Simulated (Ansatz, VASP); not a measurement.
WS2 in VASP and in Ansatz

```xyz
3
Lattice="3.1835 0.0000 0.0000 -1.5918 2.7570 0.0000 0.0000 0.0000 16.9506" Properties=species:S:1:pos:R:3 pbc="T T T"
W     0.0000    0.0000    0.0000
S     0.0000    1.8380    1.5595
S     0.0000    1.8380   15.3911
```

Alike in both runs: functional revPBE; k mesh 10 × 10 × 2; occupations fermi-dirac, width 0.05 eV; no spin polarisation.

```csv
,VASP,Ansatz
version,VASP 6.6.1,Ansatz 0.2.0
potentials or method,"VASP PAW PBE potentials, release 64 (W_sv, S)",Ansatz PAW
plane-wave cutoff (eV),520,420
valence electrons in the cell,26,26
task,single point,band structure
```

VASP gave:

- gap on the k mesh at the Fermi level (eV): 2.01
- least direct gap on the mesh (eV): 2.16
- rms of the force components (eV/Å): 0.183

Task: Estimate Ansatz's values.

Result: gap on the k mesh at the Fermi level (eV): 1.99; least direct gap on the mesh (eV): 2.15; rms of the force components (eV/Å): 0.186.

VASP's potentials were made for PBE, not for revPBE. Atom by atom the forces differ by 0.003 eV/Å (rms over components).

Neither program's run includes spin-orbit coupling. Noted on Ansatz's run: the k mesh misses the band edges, so the gap on the mesh is wider than the one along the path.
